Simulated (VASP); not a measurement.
Write the native input for VASP 6.6.1 that does the following.

| Property | Result |
| --- | --- |
| Task | single point |
| Functional | BLYP |
| Potentials or basis | VASP PAW PBE potentials, release 64 (Sr_sv, O) |
| Cutoff | 520 eV |
| k mesh | 8 × 8 × 8 |
| Occupations | gaussian, width 0.05 eV |
| Spin | no spin polarisation |
| Dipole correction | no |
| Further INCAR settings | ALGO = Normal; EDIFF = 1e-06; NBANDS = 15 |

The structure of SrO lies in POSCAR:

```
SrO
1.0
    0.0000000000      2.6587722007      2.6587722007
    2.6587722007      0.0000000000      2.6587722007
    2.6587722007      2.6587722007      0.0000000000
Sr O
1 1
Direct
    0.5000000000      0.5000000000      0.5000000000
    0.0000000000      0.0000000000      0.0000000000
```

One way to write it, as run:

INCAR

```
PREC = Accurate
ENCUT = 520
EDIFF = 1E-6
ISMEAR = 0
SIGMA = 0.05
LREAL = False
LASPH = True
NELM = 80
ALGO = Normal
ISIF = 2
LWAVE = False
LCHARG = False
GGA = B5
ALDAX = 1.0
AGGAX = 1.0
AGGAC = 1.0
ALDAC = 0.0
NBANDS = 15
```

KPOINTS

```
Automatic mesh
0
Gamma
  8 8 8
```

Potentials or basis: VASP PAW PBE potentials, release 64 (Sr_sv, O).

Launch:

```console
$ cat potpaw_PBE.64/Sr_sv/POTCAR potpaw_PBE.64/O/POTCAR > POTCAR
$ mpirun -np 1 vasp_std > vasp.out
```

Results of the run:

```
Pressure               : -2.5 GPa
Band gap on the k mesh : 3.42 eV (least direct gap 3.53 eV)
```

Caveat: the PAW data sets were made with another functional, which shifts forces and pressure a little.

It took 55 s on 1 thread of Intel Xeon 8259CL, on a shared host, peak memory 0.16 GiB.
